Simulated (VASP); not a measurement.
# B (Fm-3m) in VASP: notebook

B is run at these levels: BLYP; tasks: relaxation of cell and atoms, single point.

All numbers are computed with VASP 6.6.1; they aren't measurements. Logs are shortened: lines on timing, memory, paths and dates and some standing lists are left out, and cuts for length are marked.

**1. The cell of the first run**

Symmetry: Fm-3m, No. 225, cubic system. Conventional cell: a = 2.971 Å, b = 2.971 Å, c = 2.971 Å, α = 90.00°, β = 90.00°, γ = 90.00°. B (site symmetry m-3m) has 12 B at 2.10 Å within 2.8 Å.

**2. Relaxation of cell and atoms, BLYP**

Input file INCAR:

```
SYSTEM = B
PREC = Accurate ; ENCUT = 600
EDIFF = 1E-7 ; ISMEAR = -1
SIGMA = 0.1 ; LREAL = .False.
LASPH = .True. ; NELM = 100
ALGO = Normal ; ISIF = 3
LWAVE = .False. ; LCHARG = .False.
GGA = B5 ; ALDAX = 1.0
AGGAX = 1.0 ; AGGAC = 1.0
ALDAC = 0.0 ; IBRION = 2
NSW = 80 ; EDIFFG = -0.01
```

Input file KPOINTS:

```
Automatic mesh
0
Gamma
  18 18 18
  0 0 0
```

Input file POSCAR:

```
B
1.0
    0.0000000000      1.4853449006      1.4853449006
    1.4853449006      0.0000000000      1.4853449006
    1.4853449006      1.4853449006      0.0000000000
B
1
Direct
    0.0000000000      0.0000000000      0.0000000000
```

Potentials or basis: VASP PAW PBE potentials, release 64 (B).

Run with:

```bash
$ cat potpaw_PBE.64/B/POTCAR > POTCAR
$ mpirun -np 1 vasp_std > vasp.out
```

OUTCAR:

```text
SYSTEM = B
   PREC = Accurate
   ENCUT = 600
   EDIFF = 1E-7
   ISMEAR = -1
   LREAL = .False.
   LASPH = .True.
   NELM = 100
   ISIF = 3
   GGA = B5
   IBRION = 2
   NSW = 80
   EDIFFG = -0.01

 ion  position               nearest neighbor table
   1  0.000  0.000  0.000-

  LATTYP: Found a face centered cubic cell.
 ALAT       =     2.9706898012

  Lattice vectors:

 A1 = (   0.0000000000,   1.4853449006,   1.4853449006)
 A2 = (   1.4853449006,   0.0000000000,   1.4853449006)
 A3 = (   1.4853449006,   1.4853449006,   0.0000000000)

Analysis of symmetry for initial positions (statically):
=====================================================================
 Subroutine PRICEL returns:
 Original cell was already a primitive cell.

 Routine SETGRP: Setting up the symmetry group for a
 face centered cubic supercell.

 Subroutine GETGRP returns: Found 48 space group operations
 (whereof 48 operations were pure point group operations)
 out of a pool of 48 trial point group operations.

The static configuration has the point symmetry O_h .

Analysis of symmetry for dynamics (positions and initial velocities):
=====================================================================
 Subroutine PRICEL returns:
 Original cell was already a primitive cell.

 Routine SETGRP: Setting up the symmetry group for a
 face centered cubic supercell.

 Subroutine GETGRP returns: Found 48 space group operations
 (whereof 48 operations were pure point group operations)
 out of a pool of 48 trial point group operations.

The dynamic configuration has the point symmetry O_h .

 Subroutine INISYM returns: Found 48 space group operations
 (whereof 48 operations are pure point group operations),
 and found     1 'primitive' translations

----------------------------------------------------------------------------------------

                                     Primitive cell

  volume of cell :       6.5541

  direct lattice vectors                    reciprocal lattice vectors
     0.000000000  1.485344901  1.485344901    -0.336622154  0.336622154  0.336622154
     1.485344901  0.000000000  1.485344901     0.336622154 -0.336622154  0.336622154
     1.485344901  1.485344901  0.000000000     0.336622154  0.336622154 -0.336622154

  length of vectors
     2.100594903  2.100594903  2.100594903     0.583046674  0.583046674  0.583046674

  position of ions in fractional coordinates (direct lattice)
     0.000000000  0.000000000  0.000000000

  ion indices of the primitive-cell ions
   primitive index   ion index
                 1           1

----------------------------------------------------------------------------------------

 KPOINTS: Automatic mesh

Automatic generation of k-mesh.
 Grid dimensions read from file:
 generate k-points for:   18   18   18

 Generating k-lattice:

  Cartesian coordinates                     Fractional coordinates (reciprocal lattice)
    -0.018701231  0.018701231  0.018701231     0.055555556  0.000000000  0.000000000
     0.018701231 -0.018701231  0.018701231     0.000000000  0.055555556  0.000000000
     0.018701231  0.018701231 -0.018701231     0.000000000  0.000000000  0.055555556

  Length of vectors
     0.032391482  0.032391482  0.032391482

  Shift w.r.t. Gamma in fractional coordinates (k-lattice)
     0.000000000  0.000000000  0.000000000

 Subroutine IBZKPT returns following result:
 ===========================================

 Found    195 irreducible k-points:

 Following reciprocal coordinates:
            Coordinates               Weight
  0.000000  0.000000  0.000000      1.000000
  0.055556  0.000000  0.000000      8.000000
  0.111111  0.000000  0.000000      8.000000
  0.166667  0.000000  0.000000      8.000000
  0.222222  0.000000  0.000000      8.000000
  0.277778  0.000000  0.000000      8.000000
[... 16 lines left out ...]
 -0.277778  0.055556  0.000000     24.000000
 -0.222222  0.055556  0.000000     24.000000
 [... further k-points ...]
   k-points           NKPTS =    195   k-points in BZ     NKDIM =    195   number of bands    NBANDS=      5
   number of dos      NEDOS =    301   number of ions     NIONS =      1
   total plane-waves  NPLWV =   5832
   dimension x,y,z NGX =    18 NGY =   18 NGZ =   18
   dimension x,y,z NGXF=    36 NGYF=   36 NGZF=   36
   ions per type =               1
   NGX,Y,Z   is equivalent  to a cutoff of  14.25, 14.25, 14.25 a.u.
   NGXF,Y,Z  is equivalent  to a cutoff of  28.49, 28.49, 28.49 a.u.
 SYSTEM =  B
   PREC   = accura    normal or accurate (medium, high low for compatibility)
   ISTART =      0    job   : 0-new  1-cont  2-samecut
   ICHARG =      2    charge: 1-file 2-atom 10-const
   ISPIN  =      1    spin polarized calculation?
   LNONCOLLINEAR =      F non collinear calculations
   LSORBIT =      F    spin-orbit coupling
   LASPH  =      T    aspherical Exc in radial PAW
   ENCUT  =  600.0 eV  44.10 Ry    6.64 a.u.   4.20  4.20  4.20*2*pi/ulx,y,z
   NELM   =    100;   NELMIN=  2; NELMDL= -5     # of ELM steps
   EDIFF  = 0.1E-06   stopping-criterion for ELM
   LREAL  =      F    real-space projection
   EDIFFG = -.1E-01   stopping-criterion for IOM
   NSW    =     80    number of steps for IOM
   IBRION =      2    ionic relax: 0-MD 1-quasi-New 2-CG
   NFREE  =      1    steps in history (QN), initial steepest desc. (CG)
   ISIF   =      3    stress and relaxation
   ISYM   =      2    0-nonsym 1-usesym 2-fastsym
   POTIM  = 0.5000    time-step for ionic-motion
   TEBEG  =    0.0;   TEEND  =   0.0 temperature during run
   PSTRESS=    0.0 pullay stress
   NELECT =       3.0000    total number of electrons
   NUPDOWN=      -1.0000    fix difference up-down
   EMIN   =  10.00;   EMAX   =-10.00  energy-range for DOS
   EFERMI =   0.00;   METHOD = LEGACY
   ISMEAR =    -1;   SIGMA  =   0.10  broadening in eV -4-tet -1-fermi 0-gaus
   EFERMI_NEDOS =   21; number of points for ismear=-14 and -15
   IALGO  =     38    algorithm
   IMIX   =      4    mixing-type and parameters
     AMIX     =   0.40;   BMIX     =  1.00
     AMIX_MAG =   1.60;   BMIX_MAG =  1.00
  volume/ion in A,a.u.               =       6.55        44.23
  Fermi-wavevector in a.u.,A,eV,Ry     =   1.261667  2.384204 21.657789  1.591803
  Thomas-Fermi vector in A             =   2.395114
   LORBIT       =      0    0 simple, 1 ext, 2 COOP (PROOUT), +10 PAW based schemes
   GGA     = B5    functional components
   LHFCALC =     F    Hartree Fock is set to
   AEXX    =    0.0000 exact exchange contribution
   IVDW    =     0    specifies the selected vdW correction
   LEPSILON=     F    determine dielectric tensor
   LRPA    =     F    only Hartree local field effects (RPA)
 conjugate gradient relaxation of ions
 non-spin polarized calculation
  energy-cutoff  :      600.00
  volume of cell :        6.55
 maximum number of plane-waves:       229
 NGX is ok and might be reduce to    18
   NGX =  9   NGY =  9   NGZ =  9

--------------------------------------- Ionic step        1  -------------------------------------------

 number of electron       3.0000000 magnetization

 Free energy of the ion-electron system (eV)
  ---------------------------------------------------
  ext. energy  EPLUGINS =         0.00000000
  ---------------------------------------------------
  free energy    TOTEN  =        -4.35856018 eV

  energy without entropy =       -4.35049723  energy(sigma->0) =       -4.35452870

 E-fermi :   9.7283     XC(G=0): -11.9337

 val. band max:        9.6784446392   @ k =  -0.3333   0.0556   0.0000
 cond. band min:       9.7569052407   @ k =   0.5000   0.4444   0.0000
 fundamental gap:      0.0784606015
 Fermi energy:         9.7282552166

 k-point     1 :       0.0000    0.0000    0.0000
  band No.  band energies     occupation
      1      -8.0829      2.00000
      2      23.7666      0.00000
      3      23.7666      0.00000
      4      23.7666      0.00000
      5      40.4431      0.00000

 k-point     2 :       0.0556    0.0000    0.0000
  band No.  band energies     occupation
      1      -7.9560      2.00000
      2      23.2078      0.00000
      3      23.6501      0.00000
      4      23.6501      0.00000
      5      39.1342      0.00000

 k-point     3 :       0.1111    0.0000    0.0000
  band No.  band energies     occupation
      1      -7.5755      2.00000
      2      21.6020      0.00000
      3      23.3347      0.00000
      4      23.3347      0.00000
      5      37.7575      0.00000

 k-point     4 :       0.1667    0.0000    0.0000
  band No.  band energies     occupation
      1      -6.9419      2.00000
      2      19.2079      0.00000
      3      22.9015      0.00000
      4      22.9015      0.00000
      5      37.2248      0.00000
[... 208 lines left out ...]
 VOLUME and BASIS-vectors are now :
 -----------------------------------------------------------------------------
  energy-cutoff  :      600.00
  volume of cell :        5.97
      direct lattice vectors                 reciprocal lattice vectors
    -0.000000000  1.439907660  1.439907660    -0.347244489  0.347244489  0.347244489
     1.439907660  0.000000000  1.439907660     0.347244489 -0.347244489  0.347244489
     1.439907660  1.439907660 -0.000000000     0.347244489  0.347244489 -0.347244489

 POSITION                                       TOTAL-FORCE (eV/Angst)
 -----------------------------------------------------------------------------------
      0.00000      0.00000      0.00000         0.000000      0.000000      0.000000
 -----------------------------------------------------------------------------------
    total drift:                                0.000000     -0.000000      0.000000

  FREE ENERGIE OF THE ION-ELECTRON SYSTEM (eV)
  ---------------------------------------------------
  free  energy   TOTEN  =        -4.3819810368 eV

  energy  without entropy=       -4.3748605019  energy(sigma->0) =       -4.37842077

--------------------------------------- Ionic step        3  -------------------------------------------

 number of electron       3.0000000 magnetization

 Free energy of the ion-electron system (eV)
  ---------------------------------------------------
  ext. energy  EPLUGINS =         0.00000000
  ---------------------------------------------------
  free energy    TOTEN  =        -4.38333833 eV

  energy without entropy =       -4.37607724  energy(sigma->0) =       -4.37970779

 E-fermi :  10.6547     XC(G=0): -12.2528

 val. band max:       10.6307013207   @ k =  -0.3889   0.5000   0.1111
 cond. band min:      10.6701776557   @ k =  -0.3333   0.0556   0.0000
 fundamental gap:      0.0394763351
 Fermi energy:        10.6547228484

 k-point     1 :       0.0000    0.0000    0.0000
  band No.  band energies     occupation
      1      -8.0545      2.00000
      2      25.7248      0.00000
      3      25.7248      0.00000
      4      25.7248      0.00000
      5      42.6678      0.00000

 k-point     2 :       0.0556    0.0000    0.0000
  band No.  band energies     occupation
      1      -7.9225      2.00000
      2      25.1153      0.00000
      3      25.5963      0.00000
      4      25.5963      0.00000
      5      41.2802      0.00000

 k-point     3 :       0.1111    0.0000    0.0000
  band No.  band energies     occupation
      1      -7.5267      2.00000
      2      23.3696      0.00000
      3      25.2498      0.00000
      4      25.2498      0.00000
      5      39.8835      0.00000

 k-point     4 :       0.1667    0.0000    0.0000
  band No.  band energies     occupation
      1      -6.8676      2.00000
      2      20.7863      0.00000
      3      24.7770      0.00000
      4      24.7770      0.00000
      5      39.4084      0.00000
[... 173 lines left out ...]
 VOLUME and BASIS-vectors are now :
 -----------------------------------------------------------------------------
  energy-cutoff  :      600.00
  volume of cell :        6.07
      direct lattice vectors                 reciprocal lattice vectors
    -0.000000000  1.448110709  1.448110709    -0.345277469  0.345277469  0.345277469
     1.448110709  0.000000000  1.448110709     0.345277469 -0.345277469  0.345277469
     1.448110709  1.448110709 -0.000000000     0.345277469  0.345277469 -0.345277469

 POSITION                                       TOTAL-FORCE (eV/Angst)
 -----------------------------------------------------------------------------------
      0.00000      0.00000      0.00000        -0.000000     -0.000000     -0.000000
 -----------------------------------------------------------------------------------
    total drift:                                0.000000     -0.000000     -0.000000

  FREE ENERGIE OF THE ION-ELECTRON SYSTEM (eV)
  ---------------------------------------------------
  free  energy   TOTEN  =        -4.3833383288 eV

  energy  without entropy=       -4.3760772422  energy(sigma->0) =       -4.37970779

 reached required accuracy - stopping structural energy minimisation
```

It took 15 s on 1 thread of Intel Xeon Platinum 8259CL at 2.50GHz (Skylake/Cascade Lake), shared host; peak memory 0.12 GiB.

What came out:

```yaml
Free_energy: -4.3833 eV
Relaxed_volume: 6.07 Å³/atom
Relaxed_cell: a = 2.048 Å, b = 2.048 Å, c = 2.048 Å, α = 60.00°, β = 60.00°, γ = 60.00°
Space_group_after_relaxing_to_0.05_Å: Fm-3m (No. 225)
Energy_gained_by_relaxing: 24.8 meV/atom
Ionic_steps: 3
Pressure_after_relaxing: 0.0 GPa
```

Step by step:
```csv
step,energy change (eV),largest force (eV/Å),pressure (GPa),volume (Å³)
1,0.0000,0.0000,-15.50,6.55
2,-0.0234,0.0000,4.26,5.97
3,-0.0248,0.0000,0.04,6.07
```

Final structure:
```cif
data_structure
_symmetry_space_group_name_H-M 'P 1'
_symmetry_Int_Tables_number 1
_cell_length_a 2.0479
_cell_length_b 2.0479
_cell_length_c 2.0479
_cell_angle_alpha 60.000
_cell_angle_beta 60.000
_cell_angle_gamma 60.000
_cell_volume 6.07
loop_
_atom_site_label
_atom_site_type_symbol
_atom_site_fract_x
_atom_site_fract_y
_atom_site_fract_z
_atom_site_occupancy
B1 B 0.00000 0.00000 0.00000 1
```

Levels at points of the mesh, in eV from the Fermi level:
```csv
k point,band 1,band 2,band 3,band 4,band 5
"(0.00, 0.00, 0.00)",-18.71,15.07,15.07,15.07,32.01
"(0.50, 0.00, 0.00)",-9.66,-5.65,12.25,12.25,29.00
"(0.50, 0.50, 0.00)",-7.07,-0.23,5.72,5.72,15.96
```

Caveat: the PAW data sets were made with another functional, which shifts forces and pressure a little.

**3. Single point, BLYP**

This run uses another cell than the first one, of 6.07 Å³/atom, 0.926 times its volume.

Input file INCAR:

```
PREC = Accurate
ENCUT = 520
EDIFF = 1E-6
ISMEAR = -1
SIGMA = 0.1
LREAL = F
LASPH = T
NELM = 80
ALGO = Normal
ISIF = 2
LWAVE = F
LCHARG = F
GGA = B5
ALDAX = 1.0
AGGAX = 1.0
AGGAC = 1.0
ALDAC = 0.0
NBANDS = 8
```

Input file KPOINTS:

```
regular mesh
0
Gamma
  30 30 30
```

Input file POSCAR:

```
B
1.0
    0.0000000000      1.4479053450      1.4479053450
    1.4479053450      0.0000000000      1.4479053450
    1.4479053450      1.4479053450      0.0000000000
B
1
Direct
    0.0000000000      0.0000000000      0.0000000000
```

Potentials or basis: VASP PAW PBE potentials, release 64 (B).

Run with:

```bash
$ cat potpaw_PBE.64/B/POTCAR > POTCAR
$ mpirun -np 1 vasp_std > vasp.out
```

Wall time 14 s (1 thread of Intel Xeon Platinum 8259CL at 2.50GHz (Skylake/Cascade Lake), shared host); peak memory 0.13 GiB.

Results (log left out):

| Property | Result |
| --- | --- |
| Free energy | -4.3817 eV |
| Pressure | 0.2 GPa |

Levels at points of the mesh, in eV from the Fermi level:
| k point | band 1 | band 2 | band 3 | band 4 |
| --- | --- | --- | --- | --- |
| (0.00, 0.00, 0.00) | -18.72 | 15.07 | 15.07 | 15.07 |
| (0.50, 0.00, 0.00) | -9.67 | -5.65 | 12.26 | 12.26 |
| (0.50, 0.50, 0.00) | -7.07 | -0.23 | 5.72 | 5.72 |

Caveat: the PAW data sets were made with another functional, which shifts forces and pressure a little.
